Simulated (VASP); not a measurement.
Input of a VASP 6.6.1 run:

POSCAR

```
MgS
1.0
   -0.0645077188      2.8229866592      2.8229866592
    2.8229866592     -0.0645077188      2.8229866592
    2.8229866592      2.8229866592     -0.0645077188
Mg S
1 1
Direct
   -0.0020299867     -0.0020299867     -0.0020299867
    0.2520299867      0.2520299867      0.2520299867
```

Contents of INCAR.step1:

```
SYSTEM = MgS
PREC = Accurate
ENCUT = 520
EDIFF = 1E-5
ISMEAR = 0
SIGMA = 0.01
LREAL = .FALSE.
LASPH = .TRUE.
NELM = 80
ALGO = Normal
ISIF = 2
LWAVE = .TRUE.
LCHARG = .FALSE.
NBANDS = 11
GGA = PE
```

Contents of INCAR.step2:

```
SYSTEM = MgS
PREC = Accurate
ENCUT = 520
EDIFF = 1E-6
ISMEAR = 0
SIGMA = 0.01
LREAL = .FALSE.
LASPH = .TRUE.
NELM = 80
ALGO = Normal
ISIF = 2
LWAVE = .FALSE.
LCHARG = .FALSE.
GGA = PE
LHFCALC = .TRUE.
HFSCREEN = 0.2079
PRECFOCK = Normal
NBANDS = 11
ISTART = 1
```

File KPOINTS:

```
Automatic mesh
0
G
  6 6 6
  0 0 0
```

Potentials or basis: VASP PAW PBE potentials, release 64 (Mg, S).

Run with:

```bash
$ cat potpaw_PBE.64/Mg/POTCAR potpaw_PBE.64/S/POTCAR > POTCAR
$ cp INCAR.step1 INCAR
$ mpirun -np 1 vasp_std > vasp.out
$ cp INCAR.step2 INCAR
$ mpirun -np 1 vasp_std > vasp.out
```

(1) Estimate the largest force.

(2) Predict the pressure.

(3) Predict the band gap on the k mesh.

Answers

(1) 0.003 eV/Å.

(2) -1.6 GPa.

(3) 4.24 eV.

Caveat: the cell differs from its parent crystal (epitaxial 111 strain +2.0%); the PAW data sets were made with another functional, which shifts forces and pressure a little.
